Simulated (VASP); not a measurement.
# Mg3Sb2 (P-3m1) in VASP: relaxation of the atoms with r2SCAN

Aim: the relaxation of the atoms of Mg3Sb2 with r2SCAN.

Program: VASP 6.6.1. These are calculated values, not measurements. Logs are shortened: lines on timing, memory, paths and dates and some standing lists are left out, and cuts for length are marked.

### 1 The cell of the first run

Symmetry: P-3m1, No. 164, trigonal system. Conventional cell: a = 4.510 Å, b = 4.510 Å, c = 7.147 Å, α = 90.00°, β = 90.00°, γ = 120.00°. Mg (site symmetry 3m) has 4 Sb at 2.78 to 2.89 Å and 6 Mg at 3.23 to 3.69 Å within 3.7 Å. Within 4.0 Å of Mg (site symmetry -3m) lie 6 Sb at 3.07 Å and 6 Mg at 3.69 Å. Within 3.7 Å of Sb (site symmetry 3m) lie 7 Mg at 2.78 to 3.07 Å.

### 2 Relaxation of the atoms, r2SCAN

File POSCAR:

```
Mg3Sb2
1.0
    4.5097207300      0.0000000000      0.0000000000
   -2.2548603700      3.9055327200      0.0000000000
    0.0000000000      0.0000000000      7.1469835900
Mg Sb
3 2
Direct
    0.3333333300      0.6666666700      0.6335056500
    0.6666666700      0.3333333300      0.3664943500
    0.0000000000      0.0000000000      0.0000000000
    0.3333333300      0.6666666700      0.2286768400
    0.6666666700      0.3333333300      0.7713231600
```

File INCAR.step1:

```
  PREC = Accurate
  ENCUT = 580
  ISMEAR = -1
  SIGMA = 0.02
  LREAL = False
  LASPH = True
  NELM = 120
  GGA = PE
  ALGO = Normal
  EDIFF = 1E-5
  LWAVE = True
  LCHARG = False
  GGA_COMPAT = False
  IBRION = 2
  EDIFFG = -0.01
  NELMIN = 4
  NSW = 100
```

File INCAR.step2:

```
  PREC = Accurate
  ENCUT = 580
  EDIFF = 1E-7
  ISMEAR = -1
  SIGMA = 0.02
  LREAL = False
  LASPH = True
  NELM = 120
  ALGO = Normal
  ISIF = 2
  LWAVE = False
  LCHARG = False
  METAGGA = R2SCAN
  LMIXTAU = True
  IBRION = 2
  NSW = 50
  EDIFFG = -0.01
  ISTART = 1
  GGA_COMPAT = False
  NELMIN = 4
```

File KPOINTS:

```
regular mesh
0
Gamma
  6 6 4
```

Potentials or basis: VASP PAW PBE potentials, release 64 (Mg, Sb).

The run is started by

```console
cat potpaw_PBE.64/Mg/POTCAR potpaw_PBE.64/Sb/POTCAR > POTCAR
cp INCAR.step1 INCAR
mpirun -np 1 vasp_std > vasp.out
cp INCAR.step2 INCAR
mpirun -np 1 vasp_std > vasp.out
```

OUTCAR:

```text
PREC = Accurate
   ENCUT = 580
   EDIFF = 1E-7
   ISMEAR = -1
   LREAL = False
   LASPH = True
   NELM = 120
   ISIF = 2
   METAGGA = R2SCAN
   IBRION = 2
   NSW = 50
   EDIFFG = -0.01
   ISTART = 1
   NELMIN = 4

 ion  position               nearest neighbor table
   1  0.333  0.667  0.634-   5 2.78   5 2.78   5 2.78   4 2.89   2 3.23   2 3.23   2 3.23
   2  0.667  0.333  0.366-   4 2.78   4 2.78   4 2.78   5 2.89   1 3.23   1 3.23   1 3.23
   3  0.000  0.000  0.000-   4 3.07   5 3.07   5 3.07   4 3.07   5 3.07   4 3.07
   4  0.333  0.667  0.229-   2 2.78   2 2.78   2 2.78   1 2.89   3 3.07   3 3.07   3 3.07
   5  0.667  0.333  0.771-   1 2.78   1 2.78   1 2.78   2 2.89   3 3.07   3 3.07   3 3.07

  LATTYP: Found a hexagonal cell.
 ALAT       =     4.5097207300
 C/A-ratio  =     1.5847951609

  Lattice vectors:

 A1 = (   4.5097207300,   0.0000000000,   0.0000000000)
 A2 = (  -2.2548603700,   3.9055327200,   0.0000000000)
 A3 = (   0.0000000000,   0.0000000000,   7.1469835900)

Analysis of symmetry for initial positions (statically):
=====================================================================
 Subroutine PRICEL returns:
 Original cell was already a primitive cell.

 Routine SETGRP: Setting up the symmetry group for a
 hexagonal supercell.

 Subroutine GETGRP returns: Found 12 space group operations
 (whereof 12 operations were pure point group operations)
 out of a pool of 24 trial point group operations.

The static configuration has the point symmetry D_3d.

Analysis of symmetry for dynamics (positions and initial velocities):
=====================================================================
 Subroutine PRICEL returns:
 Original cell was already a primitive cell.

 Routine SETGRP: Setting up the symmetry group for a
 hexagonal supercell.

 Subroutine GETGRP returns: Found 12 space group operations
 (whereof 12 operations were pure point group operations)
 out of a pool of 24 trial point group operations.

The dynamic configuration has the point symmetry D_3d.

 Subroutine INISYM returns: Found 12 space group operations
 (whereof 12 operations are pure point group operations),
 and found     1 'primitive' translations

----------------------------------------------------------------------------------------

                                     Primitive cell

  volume of cell :     125.8788

  direct lattice vectors                    reciprocal lattice vectors
     4.509720730  0.000000000  0.000000000     0.221743221  0.128023508  0.000000000
    -2.254860370  3.905532720  0.000000000     0.000000000  0.256047016  0.000000000
     0.000000000  0.000000000  7.146983590     0.000000000  0.000000000  0.139919168

  length of vectors
     4.509720730  4.509720736  7.146983590     0.256047017  0.256047016  0.139919168

  position of ions in fractional coordinates (direct lattice)
     0.333333330  0.666666670  0.633505650
     0.666666670  0.333333330  0.366494350
     0.000000000  0.000000000  0.000000000
     0.333333330  0.666666670  0.228676840
     0.666666670  0.333333330  0.771323160

  ion indices of the primitive-cell ions
   primitive index   ion index
                 1           1
                 2           2
                 3           3
                 4           4
                 5           5

----------------------------------------------------------------------------------------

 KPOINTS: regular mesh

Automatic generation of k-mesh.
 Grid dimensions read from file:
 generate k-points for:    6    6    4

 Generating k-lattice:

  Cartesian coordinates                     Fractional coordinates (reciprocal lattice)
     0.036957203  0.021337251  0.000000000     0.166666667  0.000000000  0.000000000
     0.000000000  0.042674503  0.000000000     0.000000000  0.166666667  0.000000000
     0.000000000  0.000000000  0.034979792     0.000000000  0.000000000  0.250000000

  Length of vectors
     0.042674503  0.042674503  0.034979792

  Shift w.r.t. Gamma in fractional coordinates (k-lattice)
     0.000000000  0.000000000  0.000000000

 Subroutine IBZKPT returns following result:
 ===========================================

 Found     24 irreducible k-points:

 Following reciprocal coordinates:
            Coordinates               Weight
  0.000000  0.000000  0.000000      1.000000
  0.166667  0.000000  0.000000      6.000000
  0.333333 -0.000000  0.000000      6.000000
  0.500000  0.000000  0.000000      3.000000
  0.166667  0.166667  0.000000      6.000000
  0.333333  0.166667  0.000000     12.000000
[... 16 lines left out ...]
  0.333333  0.166667  0.500000     12.000000
  0.333333  0.333333  0.500000      2.000000
   k-points           NKPTS =     24   k-points in BZ     NKDIM =     24   number of bands    NBANDS=     12
   number of dos      NEDOS =    301   number of ions     NIONS =      5
   total plane-waves  NPLWV =  72576
   dimension x,y,z NGX =    36 NGY =   36 NGZ =   56
   dimension x,y,z NGXF=    72 NGYF=   72 NGZF=  112
   ions per type =               3   2
   NGX,Y,Z   is equivalent  to a cutoff of  13.27, 13.27, 13.03 a.u.
   NGXF,Y,Z  is equivalent  to a cutoff of  26.54, 26.54, 26.05 a.u.
 SYSTEM =  unknown system
   PREC   = accura    normal or accurate (medium, high low for compatibility)
   ISTART =      1    job   : 0-new  1-cont  2-samecut
   ICHARG =      0    charge: 1-file 2-atom 10-const
   ISPIN  =      1    spin polarized calculation?
   LNONCOLLINEAR =      F non collinear calculations
   LSORBIT =      F    spin-orbit coupling
   LASPH  =      T    aspherical Exc in radial PAW
   ENCUT  =  580.0 eV  42.63 Ry    6.53 a.u.   8.86  8.86 14.03*2*pi/ulx,y,z
   NELM   =    120;   NELMIN=  4; NELMDL=  0     # of ELM steps
   EDIFF  = 0.1E-06   stopping-criterion for ELM
   LREAL  =      F    real-space projection
   EDIFFG = -.1E-01   stopping-criterion for IOM
   NSW    =     50    number of steps for IOM
   IBRION =      2    ionic relax: 0-MD 1-quasi-New 2-CG
   NFREE  =      1    steps in history (QN), initial steepest desc. (CG)
   ISIF   =      2    stress and relaxation
   ISYM   =      2    0-nonsym 1-usesym 2-fastsym
   POTIM  = 0.5000    time-step for ionic-motion
   TEBEG  =    0.0;   TEEND  =   0.0 temperature during run
   PSTRESS=    0.0 pullay stress
   NELECT =      16.0000    total number of electrons
   NUPDOWN=      -1.0000    fix difference up-down
   EMIN   =  10.00;   EMAX   =-10.00  energy-range for DOS
   EFERMI =   0.00;   METHOD = LEGACY
   ISMEAR =    -1;   SIGMA  =   0.02  broadening in eV -4-tet -1-fermi 0-gaus
   EFERMI_NEDOS =   21; number of points for ismear=-14 and -15
   IALGO  =     38    algorithm
   IMIX   =      4    mixing-type and parameters
     AMIX     =   0.40;   BMIX     =  1.00
     AMIX_MAG =   1.60;   BMIX_MAG =  1.00
  volume/ion in A,a.u.               =      25.18       169.89
  Fermi-wavevector in a.u.,A,eV,Ry     =   0.823121  1.555474  9.218341  0.677529
  Thomas-Fermi vector in A             =   1.934576
   LORBIT       =      0    0 simple, 1 ext, 2 COOP (PROOUT), +10 PAW based schemes
   METAGGA = R2SCAN    functional components
   LHFCALC =     F    Hartree Fock is set to
   AEXX    =    0.0000 exact exchange contribution
   IVDW    =     0    specifies the selected vdW correction
   LEPSILON=     F    determine dielectric tensor
   LRPA    =     F    only Hartree local field effects (RPA)
 conjugate gradient relaxation of ions
 non-spin polarized calculation
  energy-cutoff  :      580.00
  volume of cell :      125.88
 maximum number of plane-waves:      4017
   NGX = 17   NGY = 17   NGZ = 29

--------------------------------------- Ionic step        1  -------------------------------------------

 number of electron      16.0000001 magnetization

 Free energy of the ion-electron system (eV)
  ---------------------------------------------------
  ext. energy  EPLUGINS =         0.00000000
  ---------------------------------------------------
  free energy    TOTEN  =       -66.22126274 eV

  energy without entropy =      -66.22126272  energy(sigma->0) =      -66.22126273

------------------------ aborting loop because EDIFF is reached ----------------------------------------

  FORCE on cell =-STRESS in cart. coord.  units (eV):
  Direction    XX          YY          ZZ          XY          YZ          ZX
  --------------------------------------------------------------------------------------
  -------------------------------------------------------------------------------------
  Total        1.6627018      1.6627018      1.5613157     -0.0000000      0.0000000     -0.0000000
  in kB       21.1627570     21.1627571     19.8723212     -0.0000000      0.0000000     -0.0000000
  external PRESSURE =      20.7326118 kB  Pullay stress =       0.0000000 kB
[... 141 lines left out ...]
  energy  without entropy=      -66.2231831348  energy(sigma->0) =      -66.22318315

--------------------------------------- Ionic step        5  -------------------------------------------

 number of electron      16.0000001 magnetization

 Free energy of the ion-electron system (eV)
  ---------------------------------------------------
  ext. energy  EPLUGINS =         0.00000000
  ---------------------------------------------------
  free energy    TOTEN  =       -66.22322180 eV

  energy without entropy =      -66.22322177  energy(sigma->0) =      -66.22322179

 E-fermi :   4.9589     XC(G=0):  -9.3338

 val. band max:        4.7116694204   @ k =   0.0000   0.0000   0.0000
 cond. band min:       5.2200984864   @ k =   0.3333   0.3333   0.0000
 fundamental gap:      0.5084290660
 Fermi energy:         4.9589381598

 k-point     1 :       0.0000    0.0000    0.0000
  band No.  band energies     occupation
      1      -6.2163      2.00000
      2      -4.8047      2.00000
      3      -0.5422      2.00000
      4       3.4933      2.00000
      5       3.4933      2.00000
      6       4.2678      2.00000
      7       4.2678      2.00000
      8       4.7117      1.99999
      9       6.5440      0.00000
     10       6.7048      0.00000
     11       8.1364      0.00000
     12       8.1364      0.00000
[... 375 lines left out ...]
  FREE ENERGIE OF THE ION-ELECTRON SYSTEM (eV)
  ---------------------------------------------------
  free  energy   TOTEN  =       -66.2232218042 eV

  energy  without entropy=      -66.2232217717  energy(sigma->0) =      -66.22322179

 reached required accuracy - stopping structural energy minimisation
```

Wall time 17 min (1 thread of Oxide Virtual Turin-like, shared host); peak memory 0.28 GiB.

Results:

* Free energy: -66.2232 eV
* Energy gained by relaxing: 0.4 meV/atom
* Ionic steps: 5
* Pressure after relaxing: 2.0 GPa
* Band gap on the k mesh: 0.51 eV (least direct gap 1.77 eV)

Stress tensor (GPa, compression positive):
```
2.01 0.00 0.00
0.00 2.01 0.00
0.00 0.00 1.85
```

Step by step:
```tsv
step	energy change (eV)	largest force (eV/Å)	pressure (GPa)
1	0.0000	0.1177	2.07
2	-0.0011	0.0756	2.03
3	-0.0019	0.0194	1.96
4	-0.0019	0.0136	1.96
5	-0.0020	0.0006	1.96
```

Final structure:
```
Mg Sb
1.0
     4.50972    0.00000    0.00000
    -2.25486    3.90553    0.00000
     0.00000    0.00000    7.14698
Mg Sb
3 2
Direct
  0.33333 0.66667 0.63277
  0.66667 0.33333 0.36723
  0.00000 0.00000 0.00000
  0.33333 0.66667 0.22637
  0.66667 0.33333 0.77363
```

Levels at points of the mesh, in eV from the valence-band top:
```
           k point  band 5  band 6  band 7  band 8  band 9  band 10  band 11  band 12
(0.00, 0.00, 0.00)   -1.22   -0.44   -0.44    0.00    1.83     1.99     3.42     3.42
(0.50, 0.00, 0.00)   -3.49   -2.51   -2.31   -1.00    0.76     2.46     2.49     3.12
(0.00, 0.00, 0.50)   -0.87   -0.87   -0.83   -0.83    2.33     2.59     3.06     3.06
(0.50, 0.00, 0.50)   -2.03   -1.80   -1.75   -1.67    0.93     1.62     2.17     2.49
```

Caveat: semilocal functionals underestimate gaps, and a narrow one can read as zero; the PAW data sets were made with another functional, which shifts forces and pressure a little; spin-orbit coupling is left out, which moves the levels of the heavy elements.
